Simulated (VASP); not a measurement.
# SiW3 (Im-3m) in VASP: notebook

Runs on SiW3. Level: PBE. Tasks: single point, relaxation of cell and atoms.

All numbers are computed with VASP 6.6.1; they aren't measurements. Logs are shortened: lines on timing, memory, paths and dates and some standing lists are left out, and cuts for length are marked.

## Step 1: The cell of the first run

It takes space group Im-3m (No. 229, cubic). The conventional cell has a = 5.208 Å, b = 5.208 Å, c = 5.208 Å, α = 90.00°, β = 90.00°, γ = 90.00°. Within 3.4 Å of Si (site symmetry m-3m) lie 6 W at 2.60 Å. W (site symmetry 4/mmm) has 2 Si at 2.60 Å and 4 W at 2.60 Å within 3.4 Å.

## Step 2: Single point, PBE

INCAR

```
SYSTEM = SiW3
PREC = Accurate ; ENCUT = 520
EDIFF = 1E-6 ; ISMEAR = 0
SIGMA = 0.1 ; LREAL = .False.
LASPH = .True. ; NELM = 60
ALGO = Fast ; ISIF = 2
LWAVE = .False. ; LCHARG = .False.
GGA = PE ; NBANDS = 31
```

KPOINTS

```
regular mesh
0
Gamma
  12 12 12
  0 0 0
```

POSCAR

```
SiW3
1.0
   -2.6037661906      2.6037661906      2.6037661906
    2.6037661906     -2.6037661906      2.6037661906
    2.6037661906      2.6037661906     -2.6037661906
Si W
1 3
Direct
    0.0000000000      0.0000000000      0.0000000000
    0.5000000000      0.5000000000      0.0000000000
    0.5000000000      0.0000000000      0.5000000000
    0.0000000000      0.5000000000      0.5000000000
```

Potentials or basis: VASP PAW PBE potentials, release 64 (Si, W_sv).

Run with:

```bash
$ cat potpaw_PBE.64/Si/POTCAR potpaw_PBE.64/W_sv/POTCAR > POTCAR
$ mpirun -np 1 vasp_std > vasp.out
```

OUTCAR:

```text
SYSTEM = SiW3
   PREC = Accurate
   ENCUT = 520
   EDIFF = 1E-6
   ISMEAR = 0
   LREAL = .False.
   LASPH = .True.
   NELM = 60
   ISIF = 2
   GGA = PE

 ion  position               nearest neighbor table
   1  0.000  0.000  0.000-   2 2.60   3 2.60   4 2.60   4 2.60   3 2.60   2 2.60
   2  0.500  0.500  0.000-   1 2.60   3 2.60   4 2.60   3 2.60   4 2.60   1 2.60
   3  0.500  0.000  0.500-   1 2.60   2 2.60   4 2.60   2 2.60   1 2.60   4 2.60
   4  0.000  0.500  0.500-   1 2.60   2 2.60   3 2.60   1 2.60   2 2.60   3 2.60

  LATTYP: Found a body centered cubic cell.
 ALAT       =     5.2075323812

  Lattice vectors:

 A1 = (  -2.6037661906,   2.6037661906,   2.6037661906)
 A2 = (   2.6037661906,  -2.6037661906,   2.6037661906)
 A3 = (   2.6037661906,   2.6037661906,  -2.6037661906)

Analysis of symmetry for initial positions (statically):
=====================================================================
 Subroutine PRICEL returns:
 Original cell was already a primitive cell.

 Routine SETGRP: Setting up the symmetry group for a
 body centered cubic supercell.

 Subroutine GETGRP returns: Found 48 space group operations
 (whereof 48 operations were pure point group operations)
 out of a pool of 48 trial point group operations.

The static configuration has the point symmetry O_h .

Analysis of symmetry for dynamics (positions and initial velocities):
=====================================================================
 Subroutine PRICEL returns:
 Original cell was already a primitive cell.

 Routine SETGRP: Setting up the symmetry group for a
 body centered cubic supercell.

 Subroutine GETGRP returns: Found 48 space group operations
 (whereof 48 operations were pure point group operations)
 out of a pool of 48 trial point group operations.

The dynamic configuration has the point symmetry O_h .

 Subroutine INISYM returns: Found 48 space group operations
 (whereof 48 operations are pure point group operations),
 and found     1 'primitive' translations

----------------------------------------------------------------------------------------

                                     Primitive cell

  volume of cell :      70.6100

  direct lattice vectors                    reciprocal lattice vectors
    -2.603766191  2.603766191  2.603766191     0.000000000  0.192029531  0.192029531
     2.603766191 -2.603766191  2.603766191     0.192029531  0.000000000  0.192029531
     2.603766191  2.603766191 -2.603766191     0.192029531  0.192029531  0.000000000

  length of vectors
     4.509855333  4.509855333  4.509855333     0.271570767  0.271570767  0.271570767

  position of ions in fractional coordinates (direct lattice)
     0.000000000  0.000000000  0.000000000
     0.500000000  0.500000000  0.000000000
     0.500000000  0.000000000  0.500000000
     0.000000000  0.500000000  0.500000000

  ion indices of the primitive-cell ions
   primitive index   ion index
                 1           1
                 2           2
                 3           3
                 4           4

----------------------------------------------------------------------------------------

 KPOINTS: regular mesh

Automatic generation of k-mesh.
 Grid dimensions read from file:
 generate k-points for:   12   12   12

 Generating k-lattice:

  Cartesian coordinates                     Fractional coordinates (reciprocal lattice)
     0.000000000  0.016002461  0.016002461     0.083333333  0.000000000  0.000000000
     0.016002461  0.000000000  0.016002461     0.000000000  0.083333333  0.000000000
     0.016002461  0.016002461  0.000000000     0.000000000  0.000000000  0.083333333

  Length of vectors
     0.022630897  0.022630897  0.022630897

  Shift w.r.t. Gamma in fractional coordinates (k-lattice)
     0.000000000  0.000000000  0.000000000

 Subroutine IBZKPT returns following result:
 ===========================================

 Found     72 irreducible k-points:

 Following reciprocal coordinates:
            Coordinates               Weight
  0.000000  0.000000  0.000000      1.000000
  0.083333  0.000000  0.000000     12.000000
  0.166667  0.000000  0.000000     12.000000
  0.250000  0.000000  0.000000     12.000000
  0.333333  0.000000  0.000000     12.000000
  0.416667  0.000000  0.000000     12.000000
[... 16 lines left out ...]
  0.333333  0.083333  0.083333     24.000000
  0.416667  0.083333  0.083333     12.000000
 [... further k-points ...]
   k-points           NKPTS =     72   k-points in BZ     NKDIM =     72   number of bands    NBANDS=     31
   number of dos      NEDOS =    301   number of ions     NIONS =      4
   total plane-waves  NPLWV =  46656
   dimension x,y,z NGX =    36 NGY =   36 NGZ =   36
   dimension x,y,z NGXF=    72 NGYF=   72 NGZF=   72
   ions per type =               1   3
   NGX,Y,Z   is equivalent  to a cutoff of  13.27, 13.27, 13.27 a.u.
   NGXF,Y,Z  is equivalent  to a cutoff of  26.54, 26.54, 26.54 a.u.
 SYSTEM =  SiW3
   PREC   = accura    normal or accurate (medium, high low for compatibility)
   ISTART =      0    job   : 0-new  1-cont  2-samecut
   ICHARG =      2    charge: 1-file 2-atom 10-const
   ISPIN  =      1    spin polarized calculation?
   LNONCOLLINEAR =      F non collinear calculations
   LSORBIT =      F    spin-orbit coupling
   LASPH  =      T    aspherical Exc in radial PAW
   ENCUT  =  520.0 eV  38.22 Ry    6.18 a.u.   8.39  8.39  8.39*2*pi/ulx,y,z
   NELM   =     60;   NELMIN=  2; NELMDL= -5     # of ELM steps
   EDIFF  = 0.1E-05   stopping-criterion for ELM
   LREAL  =      F    real-space projection
   EDIFFG = 0.1E-04   stopping-criterion for IOM
   NSW    =      0    number of steps for IOM
   IBRION =     -1    ionic relax: 0-MD 1-quasi-New 2-CG
   NFREE  =      0    steps in history (QN), initial steepest desc. (CG)
   ISIF   =      2    stress and relaxation
   ISYM   =      2    0-nonsym 1-usesym 2-fastsym
   POTIM  = 0.5000    time-step for ionic-motion
   TEBEG  =    0.0;   TEEND  =   0.0 temperature during run
   PSTRESS=    0.0 pullay stress
   NELECT =      46.0000    total number of electrons
   NUPDOWN=      -1.0000    fix difference up-down
   EMIN   =  10.00;   EMAX   =-10.00  energy-range for DOS
   EFERMI =   0.00;   METHOD = LEGACY
   ISMEAR =     0;   SIGMA  =   0.10  broadening in eV -4-tet -1-fermi 0-gaus
   EFERMI_NEDOS =   21; number of points for ismear=-14 and -15
   IALGO  =     68    algorithm
   IMIX   =      4    mixing-type and parameters
     AMIX     =   0.40;   BMIX     =  1.00
     AMIX_MAG =   1.60;   BMIX_MAG =  1.00
  volume/ion in A,a.u.               =      17.65       119.12
  Fermi-wavevector in a.u.,A,eV,Ry     =   1.419184  2.681869 27.403277  2.014084
  Thomas-Fermi vector in A             =   2.540231
   LORBIT       =      0    0 simple, 1 ext, 2 COOP (PROOUT), +10 PAW based schemes
   GGA     = PE    functional components
   LHFCALC =     F    Hartree Fock is set to
   AEXX    =    0.0000 exact exchange contribution
   IVDW    =     0    specifies the selected vdW correction
   LEPSILON=     F    determine dielectric tensor
   LRPA    =     F    only Hartree local field effects (RPA)
 non-spin polarized calculation
 RMM-DIIS sequential band-by-band and
 Gauss-broadening in eV      SIGMA  =   0.10
  energy-cutoff  :      520.00
  volume of cell :       70.61
 maximum number of plane-waves:      1926
 NGX is ok and might be reduce to    36
   NGX = 17   NGY = 17   NGZ = 17

 number of electron      46.0000006 magnetization

 Free energy of the ion-electron system (eV)
  ---------------------------------------------------
  ext. energy  EPLUGINS =         0.00000000
  ---------------------------------------------------
  free energy    TOTEN  =       -38.89974458 eV

  energy without entropy =      -38.87221735  energy(sigma->0) =      -38.88598097

 E-fermi :   9.0883     XC(G=0): -12.2654

 val. band max:        9.0873315704   @ k =   0.3333   0.1667  -0.0000
 cond. band min:       9.0947785305   @ k =  -0.4167   0.4167   0.4167
 fundamental gap:      0.0074469602
 Fermi energy:         9.0883461183

 k-point     1 :       0.0000    0.0000    0.0000
  band No.  band energies     occupation
      1     -64.9126      2.00000
      2     -64.7482      2.00000
      3     -64.7482      2.00000
      4     -29.6777      2.00000
      5     -29.6777      2.00000
      6     -29.6777      2.00000
[... 23 lines left out ...]
     30      12.8524      0.00000
     31      14.4898      0.00000

 k-point     2 :       0.0833    0.0000    0.0000
  band No.  band energies     occupation
      1     -64.9100      2.00000
      2     -64.7507      2.00000
      3     -64.7483      2.00000
      4     -29.6780      2.00000
      5     -29.6572      2.00000
      6     -29.6561      2.00000
[... 23 lines left out ...]
     30      12.7545      0.00000
     31      14.1687      0.00000

 k-point     3 :       0.1667    0.0000    0.0000
  band No.  band energies     occupation
      1     -64.9028      2.00000
      2     -64.7579      2.00000
      3     -64.7484      2.00000
      4     -29.6790      2.00000
      5     -29.5969      2.00000
      6     -29.5926      2.00000
[... 23 lines left out ...]
     30      12.5109      0.00000
     31      13.4446      0.00000

 k-point     4 :       0.2500    0.0000    0.0000
  band No.  band energies     occupation
      1     -64.8914      2.00000
      2     -64.7692      2.00000
      3     -64.7486      2.00000
      4     -29.6803      2.00000
      5     -29.5004      2.00000
      6     -29.4913      2.00000
[... 23 lines left out ...]
     30      12.3618      0.00000
     31      12.6293      0.00000

 k-point     5 :       0.3333    0.0000    0.0000
  band No.  band energies     occupation
      1     -64.8775      2.00000
      2     -64.7831      2.00000
      3     -64.7489      2.00000
      4     -29.6816      2.00000
      5     -29.3747      2.00000
      6     -29.3599      2.00000
[... 23 lines left out ...]
     30      12.2639      0.00000
     31      12.3753      0.00000
[... 542 lines left out ...]
     30      12.7455      0.00000
     31      13.1780      0.00000

 k-point    22 :       0.2500    0.0833    0.0833
  band No.  band energies     occupation
      1     -64.8719      2.00000
      2     -64.7815      2.00000
      3     -64.7562      2.00000
      4     -29.5978      2.00000
      5     -29.3728      2.00000
      6     -29.3586      2.00000
[... 23 lines left out ...]
     30      12.1825      0.00000
     31      13.0309      0.00000

 k-point    23 :       0.3333    0.0833    0.0833
  band No.  band energies     occupation
      1     -64.8574      2.00000
      2     -64.7959      2.00000
      3     -64.7563      2.00000
      4     -29.5988      2.00000
      5     -29.2363      2.00000
      6     -29.2104      2.00000
[... 23 lines left out ...]
     30      11.8867      0.00000
     31      13.2522      0.00000

 k-point    24 :       0.4167    0.0833    0.0833
  band No.  band energies     occupation
      1     -64.8500      2.00000
      2     -64.8033      2.00000
      3     -64.7564      2.00000
      4     -29.5991      2.00000
      5     -29.1953      2.00000
      6     -29.1409      2.00000
[... 23 lines left out ...]
     30      11.8722      0.00000
     31      13.3330      0.00000

 [... further k-points ...]
[... 5 lines left out ...]
  --------------------------------------------------------------------------------------
  -------------------------------------------------------------------------------------
  Total        0.1437875      0.1437875      0.1437875      0.0000000      0.0000000     -0.0000000
  in kB        3.2626148      3.2626148      3.2626148      0.0000000      0.0000000     -0.0000000
  external PRESSURE =       3.2626148 kB  Pullay stress =       0.0000000 kB

 VOLUME and BASIS-vectors are now :
 -----------------------------------------------------------------------------
  energy-cutoff  :      520.00
  volume of cell :       70.61
      direct lattice vectors                 reciprocal lattice vectors
    -2.603766191  2.603766191  2.603766191     0.000000000  0.192029531  0.192029531
     2.603766191 -2.603766191  2.603766191     0.192029531  0.000000000  0.192029531
     2.603766191  2.603766191 -2.603766191     0.192029531  0.192029531  0.000000000

 POSITION                                       TOTAL-FORCE (eV/Angst)
 -----------------------------------------------------------------------------------
      0.00000      0.00000      0.00000         0.000000      0.000000      0.000000
      0.00000      0.00000      2.60377         0.000000     -0.000000      0.000000
      0.00000      2.60377      0.00000        -0.000000      0.000000      0.000000
      2.60377      0.00000      0.00000         0.000000     -0.000000     -0.000000
 -----------------------------------------------------------------------------------
    total drift:                                0.000000      0.000000     -0.000000

  FREE ENERGIE OF THE ION-ELECTRON SYSTEM (eV)
  ---------------------------------------------------
  free  energy   TOTEN  =       -38.8997445753 eV

  energy  without entropy=      -38.8722173549  energy(sigma->0) =      -38.88598097
```

It took 3.6 min on 1 thread of AMD EPYC 7R43 (Zen 3), shared host; peak memory 0.25 GiB.

What came out:

* Free energy: -38.8997 eV
* Pressure: 0.3 GPa
* Band gap on the k mesh: zero (band 23 reaches 10.28 eV, above the bottom of band 24 at 8.71 eV)

Caveat: spin-orbit coupling is left out, which moves the levels of the heavy elements.

## Step 3: Single point, PBE

INCAR

```
SYSTEM = SiW3
PREC = Accurate
ENCUT = 520
EDIFF = 1E-7
ISMEAR = 0
SIGMA = 0.15
LREAL = .FALSE.
LASPH = .TRUE.
NELM = 80
ALGO = Fast
ISIF = 2
LWAVE = .FALSE.
LCHARG = .TRUE.
GGA = PE
LELF = .TRUE.
LVHAR = .TRUE.
NBANDS = 31
```

KPOINTS

```
Automatic mesh
0
G
  14 14 14
  0 0 0
```

POSCAR is that of step 2.

Potentials or basis: VASP PAW PBE potentials, release 64 (Si, W_sv).

Run with:

```bash
$ cat potpaw_PBE.64/Si/POTCAR potpaw_PBE.64/W_sv/POTCAR > POTCAR
$ mpirun -np 1 vasp_std > vasp.out
```

It took 2.3 min on 1 thread of Intel Xeon 6975P-C (Granite Rapids), shared host; peak memory 0.33 GiB.

It converged, with:

| Quantity | Value |
| --- | --- |
| Free energy | -38.9116 eV |
| Pressure | 0.3 GPa |
| Band gap on the k mesh | zero (band 23 reaches 10.45 eV, above the bottom of band 24 at 8.71 eV) |

Levels at points of the mesh, in eV from the Fermi level:
```tsv
k point	band 19	band 20	band 21	band 22	band 23	band 24	band 25	band 26	band 27	band 28
(0.00, 0.00, 0.00)	-3.80	-0.34	-0.34	-0.34	0.42	0.42	1.93	1.93	1.93	3.75
(0.50, 0.00, 0.00)	-1.84	-1.71	-1.07	-0.47	-0.41	-0.39	-0.20	0.75	1.77	1.83
(0.50, 0.50, 0.50)	-3.02	-2.75	-2.75	-2.75	0.01	0.01	1.14	1.14	1.14	3.55
```

Caveat: spin-orbit coupling is left out, which moves the levels of the heavy elements.

(Part 1 of 2 ends here.)
